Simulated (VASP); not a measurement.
A run of VASP 6.6.1 is set up as follows.

Contents of INCAR:

```
  ALGO = Normal
  EDIFF = 1E-6
  ENCUT = 520
  GGA = PE
  ISIF = 2
  ISMEAR = 0
  LASPH = T
  LCHARG = F
  LREAL = F
  LWAVE = F
  NBANDS = 26
  NELM = 100
  PREC = Accurate
  SIGMA = 0.1
```

The input KPOINTS:

```
k-points
0
Gamma
  4 4 4
```

POSCAR

```
Be2ZnTe2Se
1.0
    3.7801807638      0.0000000000      0.0000000000
    0.0000000000      3.7801807638      0.0000000000
    0.0000000000      0.0000000000     11.6257367805
Be Zn Te Se
2 1 2 1
Direct
    0.5000000000      0.0000000000      1.0187208636
    0.0000000000      0.5000000000      1.0187208636
    0.0000000000      0.0000000000      0.4593174685
    0.5000000000      0.5000000000      0.8837534397
    0.0000000000      0.0000000000      0.1533569720
    0.5000000000      0.5000000000      0.4661304427
```

Potentials or basis: VASP PAW PBE potentials, release 64 (Be, Zn, Te, Se).

Run with:

```console
$ cat potpaw_PBE.64/Be/POTCAR potpaw_PBE.64/Zn/POTCAR potpaw_PBE.64/Te/POTCAR potpaw_PBE.64/Se/POTCAR > POTCAR
$ mpirun -np 1 vasp_std > vasp.out
```

Task: What does it give for the largest force?

Result: 0.048 eV/Å.

Task: Predict the pressure.

Result: 0.1 GPa.

Forces on the atoms (eV/Å):
```
Be   0.000  0.000 -0.003
Be   0.000  0.000 -0.003
Zn   0.000  0.000  0.000
Te   0.000  0.000 -0.041
Te   0.000  0.000  0.048
Se   0.000  0.000  0.000
```

Caveat: the k points lie up to 0.42 Å⁻¹ apart.
